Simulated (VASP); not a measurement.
A run of VASP 6.6.1 is set up as follows.

Contents of INCAR:

```
PREC = Accurate
ENCUT = 500
EDIFF = 1E-6
ISMEAR = -1
SIGMA = 0.05
LREAL = F
LASPH = T
NELM = 120
ALGO = Normal
ISIF = 2
LWAVE = F
LCHARG = F
GGA = PS
NBANDS = 10
GGA_COMPAT = F
```

Contents of KPOINTS:

```
Automatic mesh
0
Gamma
  12 12 12
```

File POSCAR:

```
Na
1.0
   -2.1385251728      2.1385251728      2.1385251728
    2.1385251728     -2.1385251728      2.1385251728
    2.1385251728      2.1385251728     -2.1385251728
Na
1
Direct
    0.0000000000      0.0000000000      0.0000000000
```

Potentials or basis: VASP PAW PBE potentials, release 64 (Na_pv).

Command:

```bash
$ cat potpaw_PBE.64/Na_pv/POTCAR > POTCAR
$ mpirun -np 1 vasp_std > vasp.out
```

Task: Predict the pressure.

Result: -0.5 GPa.

Caveat: the PAW data sets were made with another functional, which shifts forces and pressure a little.
